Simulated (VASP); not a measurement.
Input of a VASP 6.6.1 run:

INCAR

```
SYSTEM = PdRh4
PREC = Accurate
ENCUT = 520
EDIFF = 1E-7
ISMEAR = -1
SIGMA = 0.05
LREAL = .FALSE.
LASPH = .TRUE.
NELM = 80
ALGO = Normal
ISIF = 2
LWAVE = .FALSE.
LCHARG = .TRUE.
LDIPOL = .TRUE.
IDIPOL = 3
DIPOL = 0.5 0.5 0.500
LELF = .TRUE.
LVHAR = .TRUE.
LVACPOTAV = .TRUE.
NBANDS = 43
```

Contents of KPOINTS:

```
Automatic mesh
0
G
  14 14 1
  0 0 0
```

File POSCAR:

```
PdRh4
1.0
    2.6543947809      0.0000000000      0.0000000000
    0.0000000000      2.6543947809      0.0000000000
    0.0000000000      0.0000000000     23.5078000000
Rh Pd
4 1
Direct
    0.0000000000      0.0000000000      0.3434456330
    0.5000000000      0.5000000000      0.4195750348
    0.5000000000      0.5000000000      0.5804249653
    0.0000000000      0.0000000000      0.6565543668
    0.0000000000      0.0000000000      0.5000000001
```

Potentials or basis: VASP PAW LDA potentials, release 64 (Rh_pv, Pd).

Run with:

```sh
$ cat potpaw_LDA.64/Rh_pv/POTCAR potpaw_LDA.64/Pd/POTCAR > POTCAR
$ mpirun -np 1 vasp_std > vasp.out
```

(1) What does it give for the band gap on the k mesh?

(2) What does it give for the largest force?

Results:

(1) zero (band 35 reaches 2.69 eV, above the bottom of band 36 at 1.00 eV).

(2) 0.816 eV/Å.
